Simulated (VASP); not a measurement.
Write the native input for VASP 6.6.1 that does the following.

- Task: single point
- Functional: r2SCAN
- Potentials or basis: VASP PAW PBE potentials, release 64 (Co, Sn_d)
- Cutoff: 520 eV
- k mesh: 9 × 9 × 8
- Occupations: gaussian, width 0.1 eV
- Spin: no spin polarisation
- Dipole correction: no
- Further INCAR settings: ALGO = Normal; EDIFF = 1e-06; NBANDS = 44

CoSn:

```
Co Sn
1.0
     5.24310    0.00000    0.00000
    -2.62155    4.54066    0.00000
     0.00000    0.00000    4.18408
Co Sn
3 3
Cartesian
  -1.3108 2.2703 0.0000
  1.3108 2.2703 0.0000
  2.6215 0.0000 0.0000
  2.6215 1.5136 2.0920
  0.0000 3.0271 2.0920
  0.0000 0.0000 0.0000
```

The input as run:

POSCAR

```
CoSn
1.0
    5.2430973773      0.0000000000      0.0000000000
   -2.6215486886      4.5406555232      0.0000000000
    0.0000000000      0.0000000000      4.1840835631
Co Sn
3 3
Direct
    0.0000000000      0.5000000000      0.0000000000
    0.5000000000      0.5000000000      0.0000000000
    0.5000000000      0.0000000000      0.0000000000
    0.6666666667      0.3333333333      0.5000000000
    0.3333333333      0.6666666667      0.5000000000
    0.0000000000      0.0000000000      0.0000000000
```

INCAR.step1

```
ALGO     = Normal         # electronic algorithm
EDIFF    = 1E-4           # SCF threshold, eV
ENCUT    = 520            # plane-wave cutoff, eV
GGA      = PE             # functional
ISMEAR   = 0              # smearing method
LASPH    = True           # aspherical terms in the spheres
LCHARG   = False          # write CHGCAR
LREAL    = False          # projectors in reciprocal space
LWAVE    = True           # write WAVECAR
NBANDS   = 44             # bands
NELM     = 100            # most SCF steps
PREC     = Accurate       # precision mode
SIGMA    = 0.1            # smearing width, eV
```

INCAR.step2

```
ALGO     = Normal         # electronic algorithm
EDIFF    = 1E-6           # SCF threshold, eV
ENCUT    = 520            # plane-wave cutoff, eV
ISIF     = 2              # what is computed and relaxed
ISMEAR   = 0              # smearing method
ISTART   = 1            
LASPH    = True           # aspherical terms in the spheres
LCHARG   = False          # write CHGCAR
LMIXTAU  = True         
LREAL    = False          # projectors in reciprocal space
LWAVE    = False          # write WAVECAR
METAGGA  = R2SCAN         # meta-GGA
NBANDS   = 44             # bands
NELM     = 100            # most SCF steps
PREC     = Accurate       # precision mode
SIGMA    = 0.1            # smearing width, eV
```

KPOINTS

```
k-points
0
Gamma
  9 9 8
```

Potentials or basis: VASP PAW PBE potentials, release 64 (Co, Sn_d).

Command:

```console
$ cat potpaw_PBE.64/Co/POTCAR potpaw_PBE.64/Sn_d/POTCAR > POTCAR
$ cp INCAR.step1 INCAR
$ mpirun -np 1 vasp_std > vasp.out
$ cp INCAR.step2 INCAR
$ mpirun -np 1 vasp_std > vasp.out
```

Results of the run:

The pressure is 0.3 GPa. The band gap on the k mesh is zero (an odd number of electrons rules out a gap without spin polarisation).

Caveat: the PAW data sets were made with another functional, which shifts forces and pressure a little; spin-orbit coupling is left out, which moves the levels of the heavy elements; the run has no spin polarisation, though such a crystal can be magnetic.

Run time: 11 min on 1 thread of Intel(R) Xeon(R) Platinum 8488C (Sapphire Rapids) (shared host), peak memory 0.36 GiB.
